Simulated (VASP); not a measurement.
A run of VASP 6.6.1 is set up as follows.

Contents of INCAR:

```
SYSTEM = Tc
  PREC = Accurate
  ENCUT = 520
  EDIFF = 1E-6
  ISMEAR = -1
  SIGMA = 0.05
  LREAL = .False.
  LASPH = .True.
  NELM = 80
  ALGO = Fast
  ISIF = 2
  LWAVE = .False.
  LCHARG = .False.
  GGA = PS
  NBANDS = 20
```

Contents of KPOINTS:

```
Automatic mesh
0
Gamma
  11 11 6
  0 0 0
```

The input POSCAR:

```
Tc
1.0
    2.7029684335      0.0000000000      0.0000000000
   -1.3514842167      2.3408393290      0.0000000000
    0.0000000000      0.0000000000      4.3385602812
Tc
2
Direct
    0.6666666667      0.3333333333      0.7500000000
    0.3333333333      0.6666666667      0.2500000000
```

Potentials or basis: VASP PAW PBE potentials, release 64 (Tc_pv).

Run with:

```sh
$ cat potpaw_PBE.64/Tc_pv/POTCAR > POTCAR
$ mpirun -np 1 vasp_std > vasp.out
```

Question: Estimate the band gap on the k mesh.

Answer: Zero (band 13 reaches 14.75 eV, above the bottom of band 14 at 11.44 eV).

Question: Predict the pressure.

Answer: 6.1 GPa.

Caveat: the PAW data sets were made with another functional, which shifts forces and pressure a little.
